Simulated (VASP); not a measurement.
Crystal: ZnS.

```
Zn S
1.0
     3.58959    0.00000    0.00000
    -1.79480    3.10868    0.00000
     0.00000    0.00000    5.88000
Zn S
2 2
Direct
  0.00000 0.00000 0.00000
  0.00000 0.00000 0.50000
  0.33333 0.66667 0.25000
  0.66667 0.33333 0.75000
```

Base run:

```yaml
Program: VASP 6.6.1
Functional: r2SCAN
Potentials_or_basis: VASP PAW PBE potentials, release 64 (Zn, S)
Cutoff: 520 eV
k_mesh: 12 × 12 × 4
Occupations: gaussian, width 0.01 eV
Spin: no spin polarisation
```

Its results: band gap on the k mesh 0.81 eV, indirect (least direct gap 2.38 eV); pressure 0.2 GPa.

Problem. The run is repeated on the same cell with these changes: functional from r2SCAN to PBE. What comes out?

Solution. Band gap on the k mesh 0.37 eV, indirect (least direct gap 1.68 eV); pressure 2.5 GPa.

r2SCAN gives the wider gap, since meta-GGAs in the generalised Kohn-Sham scheme recover part of the derivative discontinuity.

Caveats: the PAW data sets were made with another functional, which shifts forces and pressure a little (some runs).

A k mesh can miss the band edges.
